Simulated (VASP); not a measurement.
Write the native input for VASP 6.6.1 that does the following.

* Task: single point
* Functional: PBEsol
* Potentials or basis: VASP PAW PBE potentials, release 64 (Li_sv)
* Cutoff: 520 eV
* k mesh: 6 × 6 × 2
* Occupations: gaussian, width 0.1 eV
* Spin: no spin polarisation
* Dipole correction: no
* Further INCAR settings: ALGO = Fast; EDIFF = 1e-07; NBANDS = 14

The structure of Li lies in POSCAR:

```
Li
1.0
    2.2714983786     -2.2477787039      0.0000000000
    2.2714983786      2.2477787039      0.0000000000
    0.0000000000      0.0000000000      7.8121774122
Li
4
Direct
    0.7498786176      0.2501213824      0.1249696631
    0.7501213824      0.2498786176      0.6249696631
    0.2501213824      0.7498786176      0.8750303369
    0.2498786176      0.7501213824      0.3750303369
```

These files were run (other wordings do the same):

INCAR

```
PREC     = Accurate       # precision mode
ENCUT    = 520            # plane-wave cutoff, eV
EDIFF    = 1E-7           # SCF threshold, eV
ISMEAR   = 0              # smearing method
SIGMA    = 0.1            # smearing width, eV
LREAL    = False          # projectors in reciprocal space
LASPH    = True           # aspherical terms in the spheres
NELM     = 80             # most SCF steps
ALGO     = Fast           # electronic algorithm
ISIF     = 2              # what is computed and relaxed
LWAVE    = False          # write WAVECAR
LCHARG   = False          # write CHGCAR
GGA      = PS             # functional
NBANDS   = 14             # bands
```

KPOINTS

```
regular mesh
0
Gamma
  6 6 2
```

Potentials or basis: VASP PAW PBE potentials, release 64 (Li_sv).

Command:

```bash
$ cat potpaw_PBE.64/Li_sv/POTCAR > POTCAR
$ mpirun -np 1 vasp_std > vasp.out
```

It gave:

- Band gap on the k mesh: zero (band 6 reaches 2.16 eV, above the bottom of band 7 at -1.05 eV)

Caveat: the k points lie up to 0.40 Å⁻¹ apart.

Wall time 32 s on 1 thread of Intel(R) Xeon(R) Platinum 8259CL CPU @ 2.50GHz (Skylake/Cascade Lake), on a shared host, peak memory 0.17 GiB.
